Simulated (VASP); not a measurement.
## Sb: electric field gradients with PBE

Crystal: Sb.

```xyz
1
Lattice="-1.4749 1.4749 2.4800 1.4749 -1.4749 2.4800 1.4749 1.4749 -2.4800" Properties=species:S:1:pos:R:3 pbc="T T T"
Sb    0.0000    0.0000    0.0000
```

This cell differs from its parent crystal: equal xx and yy strain of -2 %.

- Program: VASP 6.6.1
- Task: electric field gradients
- Functional: PBE
- Potentials or basis: VASP PAW PBE potentials, release 64 (Sb)
- Cutoff: 520 eV
- k mesh: 19 × 19 × 19
- Occupations: fermi-dirac, width 0.05 eV
- Spin: no spin polarisation
- Dipole correction: no
- Further INCAR settings: ALGO = Normal; EDIFF = 1e-08; NBANDS = 8

```json
{"Pressure": "25.6 GPa"}
```

Stress tensor (GPa, compression positive):
```
26.95  0.00  0.00
 0.00 26.95  0.00
 0.00  0.00 22.87
```

Levels at points of the mesh, in eV from the Fermi level:
```tsv
k point	band 1	band 2	band 3	band 4	band 5
(0.00, 0.00, 0.00)	-14.95	6.69	7.10	7.10	10.19
```

Electric field gradients, principal values (V/Å²):
```tsv
atom	least	middle	greatest (by size)
1 Sb	-20.402	-20.402	40.803
```

It took 26 s on 1 thread of Intel(R) Xeon(R) 6975P-C (Granite Rapids), on a shared host, peak memory 0.21 GiB.

Caveat: the cell differs from its parent crystal (equal xx and yy strain of -2 %); without QUAD_EFG the Cq values of the log hold for a quadrupole moment of 1 mb, not for the nuclei; spin-orbit coupling is left out, which moves the levels of the heavy elements.
